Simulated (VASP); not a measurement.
The system is BaSr3Ti4O12.

```
Ba Sr Ti O
1.0
    -3.93046    3.93046    3.93046
     3.93046   -3.93046    3.93046
     3.93046    3.93046   -3.93046
Ba Sr Ti O
1 3 4 12
Direct
  0.50000 0.50000 0.50000
  0.00000 0.00000 0.50000
  0.00000 0.50000 0.00000
  0.50000 0.00000 0.00000
  0.00000 0.00000 0.00000
  0.50000 0.50000 0.00000
  0.50000 0.00000 0.50000
  0.00000 0.50000 0.50000
  0.00000 0.25000 0.25000
  0.50000 0.75000 0.25000
  0.50000 0.25000 0.75000
  0.00000 0.75000 0.75000
  0.25000 0.00000 0.25000
  0.75000 0.50000 0.25000
  0.75000 0.00000 0.75000
  0.25000 0.50000 0.75000
  0.25000 0.25000 0.00000
  0.75000 0.75000 0.00000
  0.75000 0.25000 0.50000
  0.25000 0.75000 0.50000
```

| Property | Result |
| --- | --- |
| Program | VASP 6.6.1 |
| Task | relaxation of cell and atoms |
| Functional | PBEsol |
| Potentials or basis | VASP PAW PBE potentials, release 64 (Ba_sv, Sr_sv, Ti_sv, O) |
| Cutoff | 600 eV |
| k mesh | 6 × 6 × 6 |
| Occupations | gaussian, width 0.02 eV |
| Spin | no spin polarisation |

At the start: pressure -1.7 GPa; volume 12.14 Å³/atom.

Task: Where does the relaxation end?

Result: Over 5 steps the energy falls by 2.7 meV/atom and the volume is 12.02 Å³/atom (-1.0 %); space group Im-3m (No. 229, to 0.1 Å) before and after.

Step by step:
```
step  energy change (eV)  largest force (eV/Å)  pressure (GPa)  volume (Å³)
   1              0.0000                0.2872           -1.69       242.88
   2             -0.0356                0.1273            1.62       238.41
   3             -0.0380                0.1594            0.96       239.30
   4             -0.0531                0.0097            0.08       240.36
   5             -0.0531                0.0014            0.03       240.44
```

Final structure:
```yaml
crystal:
  lattice:
    - [-3.91723, 3.91723, 3.91723]
    - [3.91723, -3.91723, 3.91723]
    - [3.91723, 3.91723, -3.91723]
  atoms:
    - { symbol: Ba, position: [0.50000, 0.50000, 0.50000] }
    - { symbol: Sr, position: [0.00000, 0.00000, 0.50000] }
    - { symbol: Sr, position: [0.00000, 0.50000, 0.00000] }
    - { symbol: Sr, position: [0.50000, 0.00000, 0.00000] }
    - { symbol: Ti, position: [0.00000, 0.00000, 0.00000] }
    - { symbol: Ti, position: [0.50000, 0.50000, 0.00000] }
    - { symbol: Ti, position: [0.50000, 0.00000, 0.50000] }
    - { symbol: Ti, position: [0.00000, 0.50000, 0.50000] }
    - { symbol: O, position: [0.99578, 0.24789, 0.24789] }
    - { symbol: O, position: [0.50000, 0.75211, 0.24789] }
    - { symbol: O, position: [0.50000, 0.24789, 0.75211] }
    - { symbol: O, position: [0.00422, 0.75211, 0.75211] }
    - { symbol: O, position: [0.24789, 0.99578, 0.24789] }
    - { symbol: O, position: [0.75211, 0.50000, 0.24789] }
    - { symbol: O, position: [0.75211, 0.00422, 0.75211] }
    - { symbol: O, position: [0.24789, 0.50000, 0.75211] }
    - { symbol: O, position: [0.24789, 0.24789, 0.99578] }
    - { symbol: O, position: [0.75211, 0.75211, 0.00422] }
    - { symbol: O, position: [0.75211, 0.24789, 0.50000] }
    - { symbol: O, position: [0.24789, 0.75211, 0.50000] }
```

Caveat: the PAW data sets were made with another functional, which shifts forces and pressure a little.
